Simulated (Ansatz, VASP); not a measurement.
Rb in VASP and in Ansatz

POSCAR

```
Rb
1.0
    8.5274452613      0.0000000000      0.0000000000
   -4.2637226307      7.3849842257      0.0000000000
    0.0000000000      0.0000000000      5.0817148689
Rb
3
Direct
    1.0000000000      1.0000000000      1.0000000000
    0.3333333333      0.6666666667      0.5000000000
    0.6666666667      0.3333333333      0.5000000000
```

Contents of INCAR.step1:

```
PREC = Accurate ; ENCUT = 520
ISMEAR = -1 ; SIGMA = 0.1
LREAL = False ; LASPH = True
NELM = 60 ; NBANDS = 20
GGA = PE ; ALGO = Normal
EDIFF = 1E-4 ; LWAVE = True
LCHARG = False
```

File INCAR.step2:

```
PREC = Accurate ; ENCUT = 520
EDIFF = 1E-6 ; ISMEAR = -1
SIGMA = 0.1 ; LREAL = False
LASPH = True ; NELM = 60
ALGO = Normal ; ISIF = 2
LWAVE = False ; LCHARG = True
METAGGA = R2SCAN ; LMIXTAU = True
LELF = True ; LVHAR = True
NBANDS = 20 ; ISTART = 1
```

The input KPOINTS:

```
regular mesh
0
Gamma
  5 5 7
```

Input for Ansatz:

```yaml
crystal:
  lattice:
    - [8.5274452613, 0.0, 0.0]
    - [-4.2637226307, 7.3849842257, 0.0]
    - [0.0, 0.0, 5.0817148689]
  atoms:
    - { symbol: Rb, position: [1.0, 1.0, 1.0] }
    - { symbol: Rb, position: [0.3333333333, 0.6666666667, 0.5] }
    - { symbol: Rb, position: [0.6666666667, 0.3333333333, 0.5] }
hamiltonian:
  xc: r2scan
  pseudopotentials:
    kind: paw
    azcp:
      Rb: "pseudopotentials/Rb.paw.azcp"
basis:
  ecutwfc: 500
  fft_grid_basis: typed
kpoints:
  mp_grid: { grid: [5, 5, 7], shift: [0, 0, 0] }
magnetization:
  spin_polarized: false
scf:
  occupations: { method: fermi_dirac, width: 0.1 }
  lower_state_search: "off"
output:
  stress: true
  write_density: true
  write_potential: true
  elf: true
  volumetric_format: npy
```

Alike in both runs: task single point; functional r2SCAN; k mesh 5 × 5 × 7; occupations fermi-dirac, width 0.1 eV; no spin polarisation.

|  | VASP | Ansatz |
| --- | --- | --- |
| version | VASP 6.6.1 | Ansatz 0.2.0 |
| potentials or method | VASP PAW PBE potentials, release 64 (Rb_sv), cutoff 520 eV | plane waves (500 eV) with PAW, scalar-relativistic |
| valence electrons in the cell | 27 | 27 |

```csv
,VASP,Ansatz,Ansatz less VASP
pressure (GPa),-0.2,-0.2,0.00
```

VASP's potentials were made for PBE, not for r2SCAN.
